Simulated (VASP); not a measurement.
# Sc4Mo (Im-3m) in VASP: notebook

The runs below take Sc4Mo through single point, relaxation of cell and atoms, with PBE.

Program: VASP 6.6.1. These are calculated values, not measurements. Logs are shortened: lines on timing, memory, paths and dates and some standing lists are left out, and cuts for length are marked.

**1. The cell of the first run**

The structure is cubic, space group Im-3m (No. 229). The conventional cell has a = 5.859 Å, b = 5.859 Å, c = 5.859 Å, α = 90.00°, β = 90.00°, γ = 90.00°. Within 3.3 Å of Sc (site symmetry -3m) lie 2 Mo at 2.54 Å and 6 Sc at 2.93 Å. Mo (site symmetry m-3m) has 8 Sc at 2.54 Å within 3.3 Å.

**2. Single point, PBE**

File INCAR:

```
SYSTEM = Sc4Mo
PREC = Accurate ; ENCUT = 520
EDIFF = 1E-6 ; ISMEAR = 0
SIGMA = 0.1 ; LREAL = .False.
LASPH = .True. ; NELM = 80
ALGO = Normal ; ISIF = 2
LWAVE = .False. ; LCHARG = .False.
GGA = PE ; NBANDS = 37
```

File KPOINTS:

```
Automatic mesh
0
Gamma
  4 4 4
  0 0 0
```

File POSCAR:

```
Sc4Mo
1.0
   -2.9294360300      2.9294360300      2.9294360300
    2.9294360300     -2.9294360300      2.9294360300
    2.9294360300      2.9294360300     -2.9294360300
Sc Mo
4 1
Direct
    0.5000000000      0.5000000000      0.5000000000
    0.0000000000      0.0000000000      0.5000000000
    0.0000000000      0.5000000000      0.0000000000
    0.5000000000      0.0000000000      0.0000000000
    0.0000000000      0.0000000000      0.0000000000
```

Potentials or basis: VASP PAW PBE potentials, release 64 (Sc_sv, Mo_sv).

The run is started by

```
> cat potpaw_PBE.64/Sc_sv/POTCAR potpaw_PBE.64/Mo_sv/POTCAR > POTCAR
> mpirun -np 1 vasp_std > vasp.out
```

OUTCAR:

```text
SYSTEM = Sc4Mo
   PREC = Accurate
   ENCUT = 520
   EDIFF = 1E-6
   ISMEAR = 0
   LREAL = .False.
   LASPH = .True.
   NELM = 80
   ISIF = 2
   GGA = PE

 ion  position               nearest neighbor table
   1  0.500  0.500  0.500-   5 2.54   5 2.54   4 2.93   2 2.93   4 2.93   3 2.93   2 2.93   3 2.93

   2  0.000  0.000  0.500-   5 2.54   5 2.54   4 2.93   1 2.93   3 2.93   3 2.93   4 2.93   1 2.93

   3  0.000  0.500  0.000-   5 2.54   5 2.54   4 2.93   1 2.93   2 2.93   2 2.93   1 2.93   4 2.93

   4  0.500  0.000  0.000-   5 2.54   5 2.54   3 2.93   1 2.93   1 2.93   2 2.93   2 2.93   3 2.93

   5  0.000  0.000  0.000-   1 2.54   2 2.54   3 2.54   4 2.54   2 2.54   3 2.54   4 2.54   1 2.54

  LATTYP: Found a body centered cubic cell.
 ALAT       =     5.8588720600

  Lattice vectors:

 A1 = (  -2.9294360300,   2.9294360300,   2.9294360300)
 A2 = (   2.9294360300,  -2.9294360300,   2.9294360300)
 A3 = (   2.9294360300,   2.9294360300,  -2.9294360300)

Analysis of symmetry for initial positions (statically):
=====================================================================
 Subroutine PRICEL returns:
 Original cell was already a primitive cell.

 Routine SETGRP: Setting up the symmetry group for a
 body centered cubic supercell.

 Subroutine GETGRP returns: Found 48 space group operations
[... 9 lines left out ...]

 Routine SETGRP: Setting up the symmetry group for a
 body centered cubic supercell.

 Subroutine GETGRP returns: Found 48 space group operations
[... 11 lines left out ...]
                                     Primitive cell

  volume of cell :     100.5569

  direct lattice vectors                    reciprocal lattice vectors
    -2.929436030  2.929436030  2.929436030     0.000000000  0.170681317  0.170681317
     2.929436030 -2.929436030  2.929436030     0.170681317  0.000000000  0.170681317
     2.929436030  2.929436030 -2.929436030     0.170681317  0.170681317  0.000000000

  length of vectors
     5.073932041  5.073932041  5.073932041     0.241379834  0.241379834  0.241379834

  position of ions in fractional coordinates (direct lattice)
     0.500000000  0.500000000  0.500000000
     0.000000000  0.000000000  0.500000000
     0.000000000  0.500000000  0.000000000
     0.500000000  0.000000000  0.000000000
     0.000000000  0.000000000  0.000000000

  ion indices of the primitive-cell ions
   primitive index   ion index
                 1           1
                 2           2
                 3           3
                 4           4
[... 55 lines left out ...]
   NELM   =     80;   NELMIN=  2; NELMDL= -5     # of ELM steps
   EDIFF  = 0.1E-05   stopping-criterion for ELM
   LREAL  =      F    real-space projection
   EDIFFG = 0.1E-04   stopping-criterion for IOM
   NSW    =      0    number of steps for IOM
   IBRION =     -1    ionic relax: 0-MD 1-quasi-New 2-CG
   NFREE  =      0    steps in history (QN), initial steepest desc. (CG)
   ISIF   =      2    stress and relaxation
   ISYM   =      2    0-nonsym 1-usesym 2-fastsym
   POTIM  = 0.5000    time-step for ionic-motion
   TEBEG  =    0.0;   TEEND  =   0.0 temperature during run
   PSTRESS=    0.0 pullay stress
   NELECT =      58.0000    total number of electrons
   NUPDOWN=      -1.0000    fix difference up-down
   EMIN   =  10.00;   EMAX   =-10.00  energy-range for DOS
   EFERMI =   0.00;   METHOD = LEGACY
   ISMEAR =     0;   SIGMA  =   0.10  broadening in eV -4-tet -1-fermi 0-gaus
   EFERMI_NEDOS =   21; number of points for ismear=-14 and -15
   IALGO  =     38    algorithm
   IMIX   =      4    mixing-type and parameters
     AMIX     =   0.40;   BMIX     =  1.00
     AMIX_MAG =   1.60;   BMIX_MAG =  1.00
  volume/ion in A,a.u.               =      20.11       135.72
  Fermi-wavevector in a.u.,A,eV,Ry     =   1.362741  2.575208 25.266895  1.857064
  Thomas-Fermi vector in A             =   2.489205
   LORBIT       =      0    0 simple, 1 ext, 2 COOP (PROOUT), +10 PAW based schemes
   GGA     = PE    functional components
   LHFCALC =     F    Hartree Fock is set to
   AEXX    =    0.0000 exact exchange contribution
   IVDW    =     0    specifies the selected vdW correction
   LEPSILON=     F    determine dielectric tensor
   LRPA    =     F    only Hartree local field effects (RPA)
 non-spin polarized calculation
 Gauss-broadening in eV      SIGMA  =   0.10
  energy-cutoff  :      520.00
  volume of cell :      100.56
 maximum number of plane-waves:      2731
 NGX is ok and might be reduce to    40
   NGX = 19   NGY = 19   NGZ = 19

 number of electron      57.9999996 magnetization

 Free energy of the ion-electron system (eV)
  ---------------------------------------------------
  ext. energy  EPLUGINS =         0.00000000
  ---------------------------------------------------
  free energy    TOTEN  =       -31.53965013 eV

  energy without entropy =      -31.52226296  energy(sigma->0) =      -31.53095655

 E-fermi :   5.6283     XC(G=0): -10.7607

 val. band max:        5.4951786808   @ k =   0.5000   0.5000   0.2500
 cond. band min:       5.6449007236   @ k =   0.5000   0.0000   0.0000
 fundamental gap:      0.1497220429
 Fermi energy:         5.6283001597

 k-point     1 :       0.0000    0.0000    0.0000
  band No.  band energies     occupation
      1     -53.8052      2.00000
      2     -43.3306      2.00000
      3     -43.1917      2.00000
      4     -43.1917      2.00000
      5     -43.1917      2.00000
      6     -28.2600      2.00000
[... 309 lines left out ...]
     36       7.8794      0.00000
     37       7.8797      0.00000

------------------------ aborting loop because EDIFF is reached ----------------------------------------

  FORCE on cell =-STRESS in cart. coord.  units (eV):
  Direction    XX          YY          ZZ          XY          YZ          ZX
  --------------------------------------------------------------------------------------
  -------------------------------------------------------------------------------------
  Total       13.0639541     13.0639541     13.0639541      0.0000000      0.0000000     -0.0000000
  in kB      208.1484495    208.1484495    208.1484495      0.0000000      0.0000000     -0.0000000
  external PRESSURE =     208.1484495 kB  Pullay stress =       0.0000000 kB

 VOLUME and BASIS-vectors are now :
 -----------------------------------------------------------------------------
  energy-cutoff  :      520.00
  volume of cell :      100.56
      direct lattice vectors                 reciprocal lattice vectors
    -2.929436030  2.929436030  2.929436030     0.000000000  0.170681317  0.170681317
     2.929436030 -2.929436030  2.929436030     0.170681317  0.000000000  0.170681317
     2.929436030  2.929436030 -2.929436030     0.170681317  0.170681317  0.000000000

 POSITION                                       TOTAL-FORCE (eV/Angst)
 -----------------------------------------------------------------------------------
      1.46472      1.46472      1.46472         0.000000     -0.000000      0.000000
      1.46472      1.46472     -1.46472         0.000000      0.000000      0.000000
      1.46472     -1.46472      1.46472        -0.000000     -0.000000     -0.000000
     -1.46472      1.46472      1.46472        -0.000000      0.000000      0.000000
      0.00000      0.00000      0.00000        -0.000000      0.000000     -0.000000
 -----------------------------------------------------------------------------------
    total drift:                                0.000000     -0.000000      0.000000

  FREE ENERGIE OF THE ION-ELECTRON SYSTEM (eV)
  ---------------------------------------------------
  free  energy   TOTEN  =       -31.5396501327 eV

  energy  without entropy=      -31.5222629619  energy(sigma->0) =      -31.53095655
```

OSZICAR:

```text
N       E                     dE             d eps       ncg     rms          rms(c)
DAV:   1     0.121371316530E+04    0.12137E+04   -0.26308E+04   600   0.173E+03
DAV:   2     0.736756952840E+02   -0.11400E+04   -0.11266E+04   776   0.746E+02
DAV:   3    -0.303739059474E+02   -0.10405E+03   -0.10048E+03   967   0.282E+02
DAV:   4    -0.372760129189E+02   -0.69021E+01   -0.66564E+01   992   0.640E+01
DAV:   5    -0.374793984394E+02   -0.20339E+00   -0.20175E+00   976   0.125E+01    0.197E+01
DAV:   6    -0.360939663057E+02    0.13854E+01   -0.10434E+02   854   0.457E+01    0.236E+01
DAV:   7    -0.317534736858E+02    0.43405E+01   -0.22762E+01   894   0.279E+01    0.860E+00
DAV:   8    -0.315609832679E+02    0.19249E+00   -0.24647E+00   806   0.130E+01    0.282E+00
DAV:   9    -0.315419792635E+02    0.19004E-01   -0.19874E-01   843   0.465E+00    0.941E-01
DAV:  10    -0.315403668224E+02    0.16124E-02   -0.19566E-02  1016   0.126E+00    0.454E-01
DAV:  11    -0.315396613926E+02    0.70543E-03   -0.37951E-03   880   0.558E-01    0.582E-02
DAV:  12    -0.315396510521E+02    0.10340E-04   -0.27191E-04   915   0.164E-01    0.110E-02
DAV:  13    -0.315396527504E+02   -0.16983E-05   -0.11765E-05   920   0.305E-02    0.819E-03
DAV:  14    -0.315396503166E+02    0.24338E-05   -0.40213E-06   715   0.120E-02    0.296E-03
DAV:  15    -0.315396501327E+02    0.18392E-06   -0.34387E-07   416   0.623E-03
   1 F= -.31539650E+02 E0= -.31530957E+02  d E =-.173872E-01
```

stdout:

```text
POSCAR found type information on POSCAR ScMo
 POSCAR found :  2 types and       5 ions
 scaLAPACK will be used
 LDA part: xc-table for (Slater+PW92), standard interpolation
 POSCAR, INCAR and KPOINTS ok, starting setup
 FFT: planning ... GRIDC
 FFT: planning ... GRID_SOFT
 FFT: planning ... GRID
 WAVECAR not read
 entering main loop
```

Wall time 60 s (1 thread of Oxide Virtual Turin-like, shared host); peak memory 0.2 GiB.

What came out:

* Free energy: -31.5397 eV
* Pressure: 20.8 GPa

Levels at points of the mesh, in eV from the Fermi level:
| k point | band 26 | band 27 | band 28 | band 29 | band 30 | band 31 | band 32 | band 33 |
| --- | --- | --- | --- | --- | --- | --- | --- | --- |
| (0.00, 0.00, 0.00) | -2.53 | -1.53 | -0.79 | -0.79 | 1.50 | 1.50 | 1.50 | 3.08 |
| (0.50, 0.00, 0.00) | -0.87 | -0.58 | -0.42 | 0.02 | 0.25 | 0.72 | 0.87 | 1.12 |
| (0.50, 0.50, 0.50) | -0.17 | -0.17 | -0.17 | -0.16 | 0.21 | 0.21 | 0.21 | 0.26 |

Caveat: the k points lie up to 0.38 Å⁻¹ apart.

**3. Single point, PBE**

This run uses another cell than the first one, of 25.77 Å³/atom, 1.282 times its volume.

File INCAR:

```
PREC     = Accurate       # precision mode
ENCUT    = 520            # plane-wave cutoff, eV
EDIFF    = 1E-7           # SCF threshold, eV
ISMEAR   = 0              # smearing method
SIGMA    = 0.1            # smearing width, eV
LREAL    = False          # projectors in reciprocal space
LASPH    = True           # aspherical terms in the spheres
NELM     = 60             # most SCF steps
ALGO     = Normal         # electronic algorithm
ISIF     = 2              # what is computed and relaxed
LWAVE    = False          # write WAVECAR
LCHARG   = False          # write CHGCAR
GGA      = PE             # functional
NBANDS   = 37             # bands
```

File KPOINTS:

```
regular mesh
0
Gamma
  4 4 4
```

POSCAR: that of step 2 with these lines changed.

```diff
@@ -2,5 +2,5 @@
 1.0
-   -2.9294360300      2.9294360300      2.9294360300
-    2.9294360300     -2.9294360300      2.9294360300
-    2.9294360300      2.9294360300     -2.9294360300
+   -3.1819838055      3.1819838055      3.1819838055
+    3.1819838055     -3.1819838055      3.1819838055
+    3.1819838055      3.1819838055     -3.1819838055
 Sc Mo
```

Potentials or basis: VASP PAW PBE potentials, release 64 (Sc_sv, Mo_sv).

The run is started by

```
> cat potpaw_PBE.64/Sc_sv/POTCAR potpaw_PBE.64/Mo_sv/POTCAR > POTCAR
> mpirun -np 1 vasp_std > vasp.out
```

OUTCAR:

```text
PREC = Accurate
   ENCUT = 520
   EDIFF = 1E-7
   ISMEAR = 0
   LREAL = False
   LASPH = True
   NELM = 60
   ISIF = 2
   GGA = PE

 ion  position               nearest neighbor table
   1  0.500  0.500  0.500-   5 2.76   5 2.76   4 3.18   2 3.18   4 3.18   3 3.18   2 3.18   3 3.18

   2  0.000  0.000  0.500-   5 2.76   5 2.76   4 3.18   1 3.18   3 3.18   3 3.18   4 3.18   1 3.18

   3  0.000  0.500  0.000-   5 2.76   5 2.76   4 3.18   1 3.18   2 3.18   2 3.18   1 3.18   4 3.18

   4  0.500  0.000  0.000-   5 2.76   5 2.76   3 3.18   1 3.18   1 3.18   2 3.18   2 3.18   3 3.18
[... 508 lines left out ...]
  -------------------------------------------------------------------------------------
  Total       -0.0088801     -0.0088801     -0.0088801     -0.0000000     -0.0000000      0.0000000
  in kB       -0.1104012     -0.1104012     -0.1104012     -0.0000000     -0.0000000      0.0000000
  external PRESSURE =      -0.1104012 kB  Pullay stress =       0.0000000 kB

 VOLUME and BASIS-vectors are now :
 -----------------------------------------------------------------------------
  energy-cutoff  :      520.00
  volume of cell :      128.87
      direct lattice vectors                 reciprocal lattice vectors
    -3.181983805  3.181983805  3.181983805     0.000000000  0.157134678  0.157134678
     3.181983805 -3.181983805  3.181983805     0.157134678  0.000000000  0.157134678
     3.181983805  3.181983805 -3.181983805     0.157134678  0.157134678  0.000000000

 POSITION                                       TOTAL-FORCE (eV/Angst)
 -----------------------------------------------------------------------------------
      1.59099      1.59099      1.59099        -0.000000     -0.000000     -0.000000
      1.59099      1.59099     -1.59099        -0.000000      0.000000      0.000000
      1.59099     -1.59099      1.59099         0.000000      0.000000      0.000000
     -1.59099      1.59099      1.59099         0.000000     -0.000000      0.000000
      0.00000      0.00000      0.00000        -0.000000     -0.000000      0.000000
 -----------------------------------------------------------------------------------
    total drift:                               -0.000000     -0.000000      0.000000

  FREE ENERGIE OF THE ION-ELECTRON SYSTEM (eV)
  ---------------------------------------------------
  free  energy   TOTEN  =       -33.1047727423 eV

  energy  without entropy=      -33.0846637946  energy(sigma->0) =      -33.09471827
```

OSZICAR:

```text
N       E                     dE             d eps       ncg     rms          rms(c)
DAV:   1     0.119336198349E+04    0.11934E+04   -0.26140E+04   592   0.164E+03
DAV:   2     0.649832800834E+02   -0.11284E+04   -0.11177E+04   832   0.719E+02
DAV:   3    -0.312708723311E+02   -0.96254E+02   -0.92942E+02   977   0.262E+02
DAV:   4    -0.395437303441E+02   -0.82729E+01   -0.79534E+01  1000   0.615E+01
DAV:   5    -0.398467183789E+02   -0.30299E+00   -0.30099E+00   984   0.134E+01    0.151E+01
DAV:   6    -0.405222277316E+02   -0.67551E+00   -0.14403E+02   840   0.450E+01    0.191E+01
DAV:   7    -0.333832839166E+02    0.71389E+01   -0.31308E+01   927   0.308E+01    0.566E+00
DAV:   8    -0.331608398955E+02    0.22244E+00   -0.46787E+00   811   0.156E+01    0.339E+00
DAV:   9    -0.331100254148E+02    0.50814E-01   -0.49417E-01   875   0.629E+00    0.943E-01
DAV:  10    -0.331069291138E+02    0.30963E-02   -0.50867E-02   955   0.172E+00    0.604E-01
DAV:  11    -0.331047577359E+02    0.21714E-02   -0.84721E-03   835   0.764E-01    0.107E-01
DAV:  12    -0.331047805123E+02   -0.22776E-04   -0.58029E-04   992   0.189E-01    0.246E-02
DAV:  13    -0.331047746895E+02    0.58228E-05   -0.97602E-05   904   0.669E-02    0.980E-03
DAV:  14    -0.331047727505E+02    0.19390E-05   -0.11642E-05   992   0.220E-02    0.250E-03
DAV:  15    -0.331047727423E+02    0.82209E-08   -0.44762E-07   672   0.496E-03
   1 F= -.33104773E+02 E0= -.33094718E+02  d E =-.201089E-01
```

stdout:

```text
POSCAR found type information on POSCAR ScMo
 POSCAR found :  2 types and       5 ions
 scaLAPACK will be used
 LDA part: xc-table for (Slater+PW92), standard interpolation
 POSCAR, INCAR and KPOINTS ok, starting setup
 FFT: planning ... GRIDC
 FFT: planning ... GRID_SOFT
 FFT: planning ... GRID
 WAVECAR not read
 entering main loop
```

Run time: 93 s. Hardware: 1 thread of Oxide Virtual Turin-like, shared host; peak memory 0.22 GiB.

Results:

```
Free energy            : -33.1048 eV
Pressure               : 0.0 GPa
Band gap on the k mesh : zero (band 29 reaches 3.90 eV, above the bottom of band 30 at 3.88 eV)
```

**4. Relaxation of cell and atoms, PBE**

File INCAR:

```
ALGO = Normal
EDIFF = 1E-6
EDIFFG = -0.04
ENCUT = 600
GGA = PE
IBRION = 2
ISIF = 3
ISMEAR = 0
LASPH = T
LCHARG = F
LREAL = F
LWAVE = F
NELM = 80
NSW = 90
PREC = Accurate
SIGMA = 0.1
```

File KPOINTS:

```
k-points
0
Gamma
  4 4 4
```

POSCAR: that of step 3 with these lines changed.

```diff
@@ -2,5 +2,5 @@
 1.0
-   -3.1819838055      3.1819838055      3.1819838055
-    3.1819838055     -3.1819838055      3.1819838055
-    3.1819838055      3.1819838055     -3.1819838055
+   -2.9294360300      2.9294360300      2.9294360300
+    2.9294360300     -2.9294360300      2.9294360300
+    2.9294360300      2.9294360300     -2.9294360300
 Sc Mo
```

The run is started by

```
> cat potpaw_PBE.64/Sc_sv/POTCAR potpaw_PBE.64/Mo_sv/POTCAR > POTCAR
> mpirun -np 1 vasp_std > vasp.out
```

It took 3.2 min on 1 thread of Oxide Virtual Turin-like, shared host; peak memory 0.24 GiB.

The run converged. Its results:

```yaml
Free_energy: -33.0959 eV
Relaxed_volume: 25.76 Å³/atom
Relaxed_cell: a = 5.511 Å, b = 5.511 Å, c = 5.511 Å, α = 109.47°, β = 109.47°, γ = 109.47°
Space_group_after_relaxing_to_0.05_Å: Im-3m (No. 229)
Energy_gained_by_relaxing: 311.1 meV/atom
Ionic_steps: 3
Pressure_after_relaxing: 0.0 GPa
Band_gap_on_the_k_mesh: zero (band 29 reaches 3.90 eV, above the bottom of band 30 at 3.88 eV)
```

The path:
| step | energy change (eV) | largest force (eV/Å) | pressure (GPa) | volume (Å³) |
| --- | --- | --- | --- | --- |
| 1 | 0.0000 | 0.0000 | 20.84 | 100.56 |
| 2 | -1.3064 | 0.0000 | -4.92 | 143.63 |
| 3 | -1.5554 | 0.0000 | 0.01 | 128.82 |

Final structure:
```xyz
5
Lattice="-3.1816 3.1816 3.1816 3.1816 -3.1816 3.1816 3.1816 3.1816 -3.1816" Properties=species:S:1:pos:R:3 pbc="T T T"
Sc    1.5908    1.5908    1.5908
Sc    1.5908    1.5908   -1.5908
Sc    1.5908   -1.5908    1.5908
Sc   -1.5908    1.5908    1.5908
Mo    0.0000    0.0000    0.0000
```

Levels at points of the mesh, in eV from the Fermi level:
```tsv
k point	band 25	band 26	band 27	band 28	band 29	band 30	band 31	band 32	band 33	band 34
(0.00, 0.00, 0.00)	-1.88	-1.88	-1.21	-0.38	-0.38	1.26	1.26	1.26	2.49	2.49
(0.50, 0.00, 0.00)	-1.18	-0.55	-0.45	-0.39	-0.08	0.20	0.31	0.69	0.85	0.99
(0.50, 0.50, 0.50)	-1.47	-1.01	0.04	0.04	0.04	0.14	0.14	0.14	0.39	0.39
```

Caveat: the k points lie up to 0.35 Å⁻¹ apart in the final cell; the volume moved by over 15 % at a fixed basis, so the end points are rough.

**5. Overview**

```csv
task,cell,cutoff (eV),gap on the mesh (eV),pressure (GPa)
single point,"a = 5.074 Å, angles 109.5°, 5 atoms",520,-,20.8
single point,"a = 5.511 Å, angles 109.5°, 5 atoms",520,none,0.0
relaxation of cell and atoms,"relaxed from a = 5.074 Å, angles 109.5°, 5 atoms",600,none,0.0
```

Alike in all rows: level PBE; potentials or basis VASP PAW PBE potentials, release 64 (Sc_sv, Mo_sv); no spin polarisation; k mesh 4 × 4 × 4; smearing gaussian 0.1 eV.

Caveats: some runs use coarse meshes; the volume moved by over 15 % at a fixed basis, so the end points are rough (some runs).

Total energies depend on the potentials used, so only differences within one code and one set of settings carry meaning.
